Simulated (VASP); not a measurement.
Input of a VASP 6.6.1 run:

INCAR

```
  ALGO = Normal
  EDIFF = 1E-6
  EDIFFG = -0.08
  ENCUT = 600
  GGA = PE
  IBRION = 2
  ISIF = 3
  ISMEAR = 0
  LASPH = T
  LCHARG = F
  LREAL = F
  LWAVE = F
  NELM = 80
  NSW = 36
  PREC = Accurate
  SIGMA = 0.2
```

The input KPOINTS:

```
k-points
0
Gamma
  6 6 2
```

The input POSCAR:

```
W5C
1.0
    2.9200000000      0.0000000000      0.0000000000
   -1.4600000000      2.5287941800      0.0000000000
    0.0000000000      0.0000000000     12.5000000000
W C
5 1
Direct
    0.0000000000      0.0000000000      0.1140000000
    0.0000000000      0.0000000000      0.8860000000
    0.3333333300      0.6666666700      0.6930000000
    0.3333333300      0.6666666700      0.3070000000
    0.6666666700      0.3333333300      0.5000000000
    0.3333333300      0.6666666700      0.0000000000
```

Potentials or basis: VASP PAW PBE potentials, release 64 (W_sv, C).

The run is started by

```sh
$ cat potpaw_PBE.64/W_sv/POTCAR potpaw_PBE.64/C/POTCAR > POTCAR
$ mpirun -np 1 vasp_std > vasp.out
```

Q: Predict the band gap on the k mesh.

A: Zero (band 37 reaches 11.21 eV, above the bottom of band 38 at 10.14 eV).

Q: What does it give for the space group after relaxing (to 0.05 Å)?

A: P-6m2 (No. 187).

Q: What does it give for the relaxed cell?

A: a = 2.839 Å, b = 2.839 Å, c = 12.613 Å, α = 90.00°, β = 90.00°, γ = 120.00°.

Forces on the atoms (eV/Å):
```
W    0.000  0.000  0.006
W    0.000  0.000 -0.006
W    0.000  0.000  0.043
W    0.000  0.000 -0.043
W    0.000  0.000  0.000
C    0.000  0.000  0.000
```

Caveat: the k points lie up to 0.43 Å⁻¹ apart in the final cell; spin-orbit coupling is left out, which moves the levels of the heavy elements; the relaxation stopped at a loose force limit of 0.08 eV/Å, so its end isn't a converged minimum.
